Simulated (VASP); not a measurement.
The system is Ta.

```xyz
1
Lattice="-1.6413 1.6413 1.6413 1.6413 -1.6413 1.6413 1.6413 1.6413 -1.6413" Properties=species:S:1:pos:R:3 pbc="T T T"
Ta    0.0000    0.0000    0.0000
```

Program: VASP 6.6.1. Alike in all runs: task single point; potentials or basis VASP PAW PBE potentials, release 64 (Ta_pv); no spin polarisation; cell as given; k mesh 11 × 11 × 11; smearing fermi-dirac 0.05 eV.

**Question.** Order these runs on this cell by their pressure, lowest first.
A. level PBE; cutoff (eV) 500
B. level PBEsol; cutoff (eV) 520
C. level r2SCAN; cutoff (eV) 520

**Answer.** B (-0.5 GPa), C (4.5 GPa), A (6.6 GPa).

Caveats: the PAW data sets were made with another functional, which shifts forces and pressure a little (some runs).
